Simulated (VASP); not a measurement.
# GaN (P6_3mc) in VASP: further runs

Runs on GaN. Level: PBEsol. Tasks: elastic constants.

Program: VASP 6.6.1. These are calculated values, not measurements. Logs are shortened: lines on timing, memory, paths and dates and some standing lists are left out, and cuts for length are marked.

## 1. The cell of the first run

It takes space group P6_3mc (No. 186, hexagonal). Conventional cell: a = 3.172 Å, b = 3.172 Å, c = 5.168 Å, α = 90.00°, β = 90.00°, γ = 120.00°. Ga (site symmetry 3m) has 4 N at 1.94 to 1.95 Å within 2.6 Å. Within 2.6 Å of N (site symmetry 3m) lie 4 Ga at 1.94 to 1.95 Å.

## 2. Elastic constants, PBEsol

INCAR

```
PREC = Accurate
ENCUT = 600
EDIFF = 1E-8
ISMEAR = 0
SIGMA = 0.01
LREAL = F
LASPH = T
NELM = 60
ALGO = Normal
ISIF = 3
LWAVE = F
LCHARG = F
GGA = PS
NBANDS = 26
IBRION = 6
NFREE = 2
POTIM = 0.015
NSW = 1
```

KPOINTS

```
regular mesh
0
Gamma
  8 8 4
```

POSCAR

```
GaN
1.0
    3.1717448337      0.0000000000      0.0000000000
   -1.5858724169      2.7468116003      0.0000000000
    0.0000000000      0.0000000000      5.1677780790
Ga N
2 2
Direct
    0.3333333333      0.6666666667     -0.0007981541
    0.6666666667      0.3333333333      0.4992018459
    0.3333333333      0.6666666667      0.3757981541
    0.6666666667      0.3333333333      0.8757981541
```

Potentials or basis: VASP PAW PBE potentials, release 64 (Ga_d, N).

On the command line:

```
cat potpaw_PBE.64/Ga_d/POTCAR potpaw_PBE.64/N/POTCAR > POTCAR
mpirun -np 1 vasp_std > vasp.out
```

OUTCAR:

```text
PREC = Accurate
   ENCUT = 600
   EDIFF = 1E-8
   ISMEAR = 0
   LREAL = F
   LASPH = T
   NELM = 60
   ISIF = 3
   GGA = PS
   IBRION = 6
   NFREE = 2
   POTIM = 0.015
   NSW = 1

 ion  position               nearest neighbor table
   1  0.333  0.667  0.999-   4 1.94   4 1.94   4 1.94   3 1.95
   2  0.667  0.333  0.499-   3 1.94   3 1.94   3 1.94   4 1.95
   3  0.333  0.667  0.376-   2 1.94   2 1.94   2 1.94   1 1.95
   4  0.667  0.333  0.876-   1 1.94   1 1.94   1 1.94   2 1.95

  LATTYP: Found a hexagonal cell.
 ALAT       =     3.1717448337
 C/A-ratio  =     1.6293170951

  Lattice vectors:

 A1 = (   3.1717448337,   0.0000000000,   0.0000000000)
 A2 = (  -1.5858724169,   2.7468116003,   0.0000000000)
 A3 = (   0.0000000000,   0.0000000000,   5.1677780790)

Analysis of symmetry for initial positions (statically):
=====================================================================
 Subroutine PRICEL returns:
 Original cell was already a primitive cell.

 Routine SETGRP: Setting up the symmetry group for a
 hexagonal supercell.

 Subroutine GETGRP returns: Found 12 space group operations
 (whereof  6 operations were pure point group operations)
 out of a pool of 24 trial point group operations.

The static configuration has the point symmetry C_3v.
 The point group associated with its full space group is C_6v.

Analysis of symmetry for dynamics (positions and initial velocities):
=====================================================================
 Subroutine PRICEL returns:
 Original cell was already a primitive cell.

 Routine SETGRP: Setting up the symmetry group for a
 hexagonal supercell.

 Subroutine GETGRP returns: Found 12 space group operations
 (whereof  6 operations were pure point group operations)
 out of a pool of 24 trial point group operations.

The dynamic configuration has the point symmetry C_3v.
 The point group associated with its full space group is C_6v.

 Subroutine INISYM returns: Found 12 space group operations
 (whereof  6 operations are pure point group operations),
 and found     1 'primitive' translations

----------------------------------------------------------------------------------------

                                     Primitive cell

  volume of cell :      45.0226

  direct lattice vectors                    reciprocal lattice vectors
     3.171744834  0.000000000  0.000000000     0.315283874  0.182029230  0.000000000
    -1.585872417  2.746811600  0.000000000     0.000000000  0.364058460  0.000000000
     0.000000000  0.000000000  5.167778079     0.000000000  0.000000000  0.193506761

  length of vectors
     3.171744834  3.171744834  5.167778079     0.364058460  0.364058460  0.193506761

  position of ions in fractional coordinates (direct lattice)
     0.333333333  0.666666667  0.999201846
     0.666666667  0.333333333  0.499201846
     0.333333333  0.666666667  0.375798154
     0.666666667  0.333333333  0.875798154

  ion indices of the primitive-cell ions
   primitive index   ion index
                 1           1
                 2           2
                 3           3
                 4           4

----------------------------------------------------------------------------------------

 KPOINTS: regular mesh

Automatic generation of k-mesh.
 Grid dimensions read from file:
 generate k-points for:    8    8    4

 Generating k-lattice:

  Cartesian coordinates                     Fractional coordinates (reciprocal lattice)
     0.039410484  0.022753654  0.000000000     0.125000000  0.000000000  0.000000000
     0.000000000  0.045507307  0.000000000     0.000000000  0.125000000  0.000000000
     0.000000000  0.000000000  0.048376690     0.000000000  0.000000000  0.250000000

  Length of vectors
     0.045507307  0.045507307  0.048376690

  Shift w.r.t. Gamma in fractional coordinates (k-lattice)
     0.000000000  0.000000000  0.000000000

[... 63 lines left out ...]
   EMIN   =  10.00;   EMAX   =-10.00  energy-range for DOS
   EFERMI =   0.00;   METHOD = LEGACY
   ISMEAR =     0;   SIGMA  =   0.01  broadening in eV -4-tet -1-fermi 0-gaus
   EFERMI_NEDOS =   21; number of points for ismear=-14 and -15
   IALGO  =     38    algorithm
   IMIX   =      4    mixing-type and parameters
     AMIX     =   0.40;   BMIX     =  1.00
     AMIX_MAG =   1.60;   BMIX_MAG =  1.00
  volume/ion in A,a.u.               =      11.26        75.96
  Fermi-wavevector in a.u.,A,eV,Ry     =   1.519493  2.871425 31.413929  2.308859
  Thomas-Fermi vector in A             =   2.628471
   LORBIT       =      0    0 simple, 1 ext, 2 COOP (PROOUT), +10 PAW based schemes
   GGA     = PS    functional components
   LHFCALC =     F    Hartree Fock is set to
   AEXX    =    0.0000 exact exchange contribution
   IVDW    =     0    specifies the selected vdW correction
   LEPSILON=     F    determine dielectric tensor
   LRPA    =     F    only Hartree local field effects (RPA)
 finite differences with symmetry
 non-spin polarized calculation
 Gauss-broadening in eV      SIGMA  =   0.01
  energy-cutoff  :      600.00
  volume of cell :       45.02
 maximum number of plane-waves:      1521
 NGX is ok and might be reduce to    28
   NGX = 13   NGY = 13   NGZ = 21

--------------------------------------- Ionic step        1  -------------------------------------------

 number of electron      35.9999993 magnetization

 Free energy of the ion-electron system (eV)
  ---------------------------------------------------
  ext. energy  EPLUGINS =         0.00000000
  ---------------------------------------------------
  free energy    TOTEN  =       -26.26916985 eV

  energy without entropy =      -26.26916985  energy(sigma->0) =      -26.26916985

------------------------ aborting loop because EDIFF is reached ----------------------------------------

  FORCE on cell =-STRESS in cart. coord.  units (eV):
  Direction    XX          YY          ZZ          XY          YZ          ZX
  --------------------------------------------------------------------------------------
  -------------------------------------------------------------------------------------
  Total        0.4422699      0.4422699      0.4468871     -0.0000000      0.0000000      0.0000000
  in kB       15.7386326     15.7386326     15.9029387     -0.0000000      0.0000000      0.0000000
  external PRESSURE =      15.7934013 kB  Pullay stress =       0.0000000 kB
[... 95 lines left out ...]
  FREE ENERGIE OF THE ION-ELECTRON SYSTEM (eV)
  ---------------------------------------------------
  free  energy   TOTEN  =       -26.2488729451 eV

  energy  without entropy=      -26.2488729451  energy(sigma->0) =      -26.24887295

[... ionic steps 4 to 18 ...]

--------------------------------------- Ionic step       19  -------------------------------------------

 number of electron      35.9999993 magnetization

------------------------ aborting loop because EDIFF is reached ----------------------------------------
[... 71 lines left out ...]
--------------------------------------- Ionic step       21  -------------------------------------------

 number of electron      35.9999993 magnetization

 Free energy of the ion-electron system (eV)
  ---------------------------------------------------
  ext. energy  EPLUGINS =         0.00000000
  ---------------------------------------------------
  free energy    TOTEN  =       -26.26712033 eV

  energy without entropy =      -26.26712033  energy(sigma->0) =      -26.26712033

 E-fermi :   5.4759     XC(G=0): -11.9838

 val. band max:        5.3569344876   @ k =   0.0000   0.0000   0.0000
 cond. band min:       7.3086755847   @ k =   0.0000   0.0000   0.0000
 fundamental gap:      1.9517410971
 Fermi energy:         5.4759206565

 k-point     1 :       0.0000    0.0000    0.0000
  band No.  band energies     occupation
      1     -10.7585      2.00000
      2      -9.7511      2.00000
      3      -8.0701      2.00000
      4      -8.0493      2.00000
      5      -8.0493      2.00000
      6      -7.9825      2.00000
[... 685 lines left out ...]
     25      17.3921      0.00000
     26      17.5168      0.00000

 [... further k-points ...]

------------------------ aborting loop because EDIFF is reached ----------------------------------------

  FORCE on cell =-STRESS in cart. coord.  units (eV):
  Direction    XX          YY          ZZ          XY          YZ          ZX
  --------------------------------------------------------------------------------------
  -------------------------------------------------------------------------------------
  Total        0.3615334      0.3615334      0.6111613     -0.0000000      0.0000000     -0.0000000
  in kB       12.8655420     12.8655420     21.7488095     -0.0000000      0.0000000     -0.0000000
  external PRESSURE =      15.8266312 kB  Pullay stress =       0.0000000 kB
[... 19 lines left out ...]
  FREE ENERGIE OF THE ION-ELECTRON SYSTEM (eV)
  ---------------------------------------------------
  free  energy   TOTEN  =       -26.2671203269 eV

  energy  without entropy=      -26.2671203269  energy(sigma->0) =      -26.26712033

 INTERNAL STRAIN TENSORS FROM STRAINED CELLS
 ============================================

 INTERNAL STRAIN TENSOR FOR ION    1 for displacements in x,y,z  (eV/Angst):
          X           Y           Z          XY          YZ          ZX
  --------------------------------------------------------------------------------
  x     0.00000    -0.00000    -0.00000    -8.31951     0.00000    -5.62964
  y    -8.35105     8.36580    -0.00000    -0.00013    -5.62912     0.00010
  z    -5.46964    -5.47652    10.38327    -0.00125     0.00156    -0.00000

 INTERNAL STRAIN TENSORS FROM DISPLACED ATOMS
 ============================================

 INTERNAL STRAIN TENSOR FOR ION    1 for displacements in x,y,z  (eV/Angst):
          X           Y           Z          XY          YZ          ZX
  --------------------------------------------------------------------------------
  x     0.00000    -0.00000    -0.00000    -8.32640     0.00000    -5.62593
  y    -8.32640     8.32640     0.00000    -0.00000    -5.62590     0.00000
  z    -5.47139    -5.47139    10.29326     0.00000     0.00000    -0.00000

 INTERNAL STRAIN TENSOR FOR ION    4 for displacements in x,y,z  (eV/Angst):
          X           Y           Z          XY          YZ          ZX
  --------------------------------------------------------------------------------
  x    -0.00000     0.00000     0.00000     9.69130    -0.00000     5.63722
  y     9.69130    -9.69130     0.00000     0.00000     5.63719    -0.00000
  z     5.45818     5.45818   -10.32387    -0.00000     0.00000     0.00000

 Eigenvectors and eigenvalues of the dynamical matrix
 ----------------------------------------------------

   1 f  =   20.550504 THz   129.122622 2PiTHz  685.491013 cm-1    84.990015 meV
             X         Y         Z           dx          dy          dz
     -0.000000  1.831208  5.163653     0.000000    0.000000    0.038275
      1.585872  0.915604  2.579764     0.000000    0.000000   -0.038275
     -0.000000  1.831208  1.942041     0.000000    0.000000   -0.706070
      1.585872  0.915604  4.525931    -0.000000   -0.000000    0.706070
[... 71 lines left out ...]
  12 f/i=    0.003915 THz     0.024596 2PiTHz    0.130575 cm-1     0.016189 meV
             X         Y         Z           dx          dy          dz
     -0.000000  1.831208  5.163653     0.000000    0.000000    0.645351
      1.585872  0.915604  2.579764     0.000000    0.000000    0.645351
     -0.000000  1.831208  1.942041     0.000000    0.000000    0.289001
      1.585872  0.915604  4.525931     0.000000    0.000000    0.289001

--------------------------------------------------------------------------------------------------------

 ELASTIC MODULI CONTR FROM IONIC RELAXATION (kBar)
 Direction    XX          YY          ZZ          XY          YZ          ZX
 --------------------------------------------------------------------------------
 XX        -657.4697    300.1658    337.0023      0.0000     -0.0000     -0.0000
 YY         300.1658   -657.4697    337.0023      0.0000      0.0000     -0.0000
 ZZ         337.0023    337.0023   -635.7085     -0.0000      0.0000      0.0000
 XY           0.0000      0.0000     -0.0000   -478.8177      0.0000     -0.0000
 YZ          -0.0000     -0.0000      0.0000     -0.0000   -174.5098      0.0000
 ZX          -0.0000      0.0000      0.0000      0.0000      0.0000   -174.5115
 --------------------------------------------------------------------------------

 TOTAL ELASTIC MODULI (kBar)
 Direction    XX          YY          ZZ          XY          YZ          ZX
 --------------------------------------------------------------------------------
 XX        3512.0694   1333.2438    965.8541     -0.0000     -0.0000     -0.0000
 YY        1333.2438   3512.0694    965.8541     -0.0000      0.0000     -0.0000
 ZZ         965.8541    965.8541   3915.8657     -0.0000      0.0000      0.0000
 XY          -0.0000     -0.0000     -0.0000   1089.4128      0.0000     -0.0000
 YZ          -0.0000     -0.0000      0.0000     -0.0000    918.4540     -0.0000
 ZX          -0.0000      0.0000      0.0000      0.0000     -0.0000    918.4526
 --------------------------------------------------------------------------------
```

Wall time 27 min (1 thread of Oxide Virtual Turin-like, shared host); peak memory 0.36 GiB.

Results:

| Item | Value |
| --- | --- |
| Voigt bulk modulus | 194 GPa |
| Highest phonon frequency at Γ, LO-TO splitting left out | 685 cm⁻¹ |

Phonon frequencies in cm⁻¹ (negative: imaginary):
| q point | frequencies |
| --- | --- |
| (0.000, 0.000, 0.000) | 0 0 0 137 137 331 527 549 549 559 559 685 |

Elastic tensor in Voigt notation (GPa, in the Cartesian axes of the cell as first typed):
```
351 133  97   0   0   0
133 351  97   0   0   0
 97  97 392   0   0   0
  0   0   0  92   0   0
  0   0   0   0  92   0
  0   0   0   0   0 109
```

Clamped-ion elastic tensor (GPa):
```
417 103  63   0   0   0
103 417  63   0   0   0
 63  63 455   0   0   0
  0   0   0 109   0   0
  0   0   0   0 109   0
  0   0   0   0   0 157
```

Caveat: the cell is under stress, which shifts elastic constants; the PAW data sets were made with another functional, which shifts forces and pressure a little.

## 3. Elastic constants, PBEsol

This run uses another cell than the first one, of 11.31 Å³/atom.

INCAR

```
SYSTEM = GaN
ALGO = Normal
EDIFF = 1E-8
ENCUT = 600
GGA = PS
IBRION = 6
ISIF = 3
ISMEAR = 0
LASPH = .TRUE.
LCHARG = .FALSE.
LREAL = .FALSE.
LWAVE = .FALSE.
NBANDS = 26
NELM = 60
NFREE = 2
NSW = 1
POTIM = 0.015
PREC = Accurate
SIGMA = 0.01
```

KPOINTS

```
k-points
0
G
  8 8 4
  0 0 0
```

POSCAR

```
GaN
1.0
    3.1771259003      0.0000000000      0.0000000000
   -1.5885629501      2.7514717407      0.0000000000
    0.0000000000      0.0000000000      5.1764183605
Ga N
2 2
Direct
    0.3333333333      0.6666666667     -0.0008038554
    0.6666666667      0.3333333333      0.4991961446
    0.3333333333      0.6666666667      0.3758038554
    0.6666666667      0.3333333333      0.8758038554
```

Potentials or basis: VASP PAW PBE potentials, release 64 (Ga_d, N).

On the command line:

```
cat potpaw_PBE.64/Ga_d/POTCAR potpaw_PBE.64/N/POTCAR > POTCAR
mpirun -np 1 vasp_std > vasp.out
```

Wall time 41 min (1 thread of Oxide Virtual Turin-like, shared host); peak memory 0.36 GiB.

The run converged. Its results:

- Voigt bulk modulus: 191 GPa
- Highest phonon frequency at Γ, LO-TO splitting left out: 681 cm⁻¹

Phonon frequencies in cm⁻¹ (negative: imaginary):
```csv
q point,frequencies
"(0.000, 0.000, 0.000)",0 0 0 137 137 329 523 545 545 554 554 681
```

Elastic tensor in Voigt notation (GPa, in the Cartesian axes of the cell as first typed):
```
348 130  94   0   0   0
130 348  94   0   0   0
 94  94 387   0   0   0
  0   0   0  92   0   0
  0   0   0   0  92   0
  0   0   0   0   0 109
```

Clamped-ion elastic tensor (GPa):
```
411 101  62   0   0   0
101 411  62   0   0   0
 62  62 448   0   0   0
  0   0   0 108   0   0
  0   0   0   0 108   0
  0   0   0   0   0 155
```

Caveat: the PAW data sets were made with another functional, which shifts forces and pressure a little.

## 4. Elastic constants, PBEsol

This run uses another cell than the first one, of 11.37 Å³/atom.

INCAR

```
SYSTEM = GaN
PREC = Accurate ; ENCUT = 600
EDIFF = 1E-8 ; ISMEAR = 0
SIGMA = 0.01 ; LREAL = .FALSE.
LASPH = .TRUE. ; NELM = 60
ALGO = Normal ; ISIF = 3
LWAVE = .FALSE. ; LCHARG = .FALSE.
GGA = PS ; NBANDS = 26
IBRION = 6 ; NFREE = 2
POTIM = 0.015 ; NSW = 1
```

KPOINTS

```
regular mesh
0
G
  8 8 4
  0 0 0
```

POSCAR

```
GaN
1.0
    3.1825860146      0.0000000000      0.0000000000
   -1.5912930073      2.7562003384      0.0000000000
    0.0000000000      0.0000000000      5.1854291207
Ga N
2 2
Direct
    0.3333333333      0.6666666667     -0.0008064438
    0.6666666667      0.3333333333      0.4991935562
    0.3333333333      0.6666666667      0.3758064438
    0.6666666667      0.3333333333      0.8758064438
```

On the command line:

```
cat potpaw_PBE.64/Ga_d/POTCAR potpaw_PBE.64/N/POTCAR > POTCAR
mpirun -np 1 vasp_std > vasp.out
```

Run time: 39 min. Hardware: 1 thread of Oxide Virtual Turin-like, shared host; peak memory 0.36 GiB.

It converged, with:

```yaml
Voigt_bulk_modulus: 188 GPa
Highest_phonon_frequency_at_Γ_LO-TO_splitting_left_out: 676 cm⁻¹
```

Phonon frequencies in cm⁻¹ (negative: imaginary):
| q point | frequencies |
| --- | --- |
| (0.000, 0.000, 0.000) | 0 0 0 137 137 327 519 541 541 550 550 676 |

Elastic tensor in Voigt notation (GPa, in the Cartesian axes of the cell as first typed):
```
344 127  91   0   0   0
127 344  91   0   0   0
 91  91 383   0   0   0
  0   0   0  92   0   0
  0   0   0   0  92   0
  0   0   0   0   0 109
```

Clamped-ion elastic tensor (GPa):
```
404  99  61   0   0   0
 99 404  61   0   0   0
 61  61 440   0   0   0
  0   0   0 108   0   0
  0   0   0   0 108   0
  0   0   0   0   0 153
```

Caveat: the PAW data sets were made with another functional, which shifts forces and pressure a little.
